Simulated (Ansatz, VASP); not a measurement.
# One calculation of CsBr, two programs

File INCAR:

```
SYSTEM = CsBr
  PREC = Accurate
  ENCUT = 400
  EDIFF = 1E-8
  ISMEAR = -1
  SIGMA = 0.03
  LREAL = .FALSE.
  LASPH = .TRUE.
  NELM = 120
  ALGO = Normal
  ISIF = 2
  LWAVE = .FALSE.
  LCHARG = .FALSE.
  GGA = PE
  LEFG = .TRUE.
  NBANDS = 15
  GGA_COMPAT = .FALSE.
```

Contents of KPOINTS:

```
Automatic mesh
0
G
  7 7 7
  0 0 0
```

POSCAR

```
CsBr
1.0
    4.1763423352      0.0000000000      0.0000000000
    0.0000000000      4.1763423352      0.0000000000
    0.0000000000      0.0000000000      4.1763423352
Cs Br
1 1
Direct
    0.0000000000      0.0000000000      0.0000000000
    0.5000000000      0.5000000000      0.5000000000
```

Input for Ansatz:

```yaml
crystal:
  lattice:
    - [4.1763423352, 0.0, 0.0]
    - [0.0, 4.1763423352, 0.0]
    - [0.0, 0.0, 4.1763423352]
  atoms:
    - { symbol: Cs, position: [0.0, 0.0, 0.0] }
    - { symbol: Br, position: [0.5, 0.5, 0.5] }
kpoints:
  mp_grid: { grid: [7, 7, 7] }
  band_path:
    path:
      - [0.0, 0.0, 0.0]
      - [0.0, 0.5, 0.0]
      - [0.5, 0.5, 0.0]
      - [0.0, 0.0, 0.0]
      - [0.5, 0.5, 0.5]
      - [0.0, 0.5, 0.0]
      - [0.5, 0.5, 0.5]
      - [0.5, 0.5, 0.0]
    npoints: 6
scf:
  occupations: { method: fermi_dirac, width: 0.03 }
hamiltonian:
  xc: pbe
  pseudopotentials: { kind: paw }
output:
  forces: true
  stress: true
  eigenvalues: true
  efg: { contact_densities: true }
  populations: true
```

Change from the starting cell: volume scaled by 0.9, PAW files.

Alike in both runs: task electric field gradients; functional PBE; k mesh 7 × 7 × 7; occupations fermi-dirac, width 0.03 eV; no spin polarisation.

```csv
,VASP,Ansatz
version,VASP 6.6.1,Ansatz 0.2.0
potentials or method,"VASP PAW PBE potentials, release 64 (Cs_sv, Br)","PAW with Ansatz's default frozen-core files, scalar-relativistic"
plane-wave cutoff (eV),400,420
valence electrons in the cell,16,16
```

|  | VASP | Ansatz | Ansatz less VASP |
| --- | --- | --- | --- |
| gap on the k mesh at the Fermi level (eV) | 4.80 | 4.81 | +0.014 |
| pressure (GPa) | 2.7 | 2.7 | -0.04 |

Neither program's run includes spin-orbit coupling.
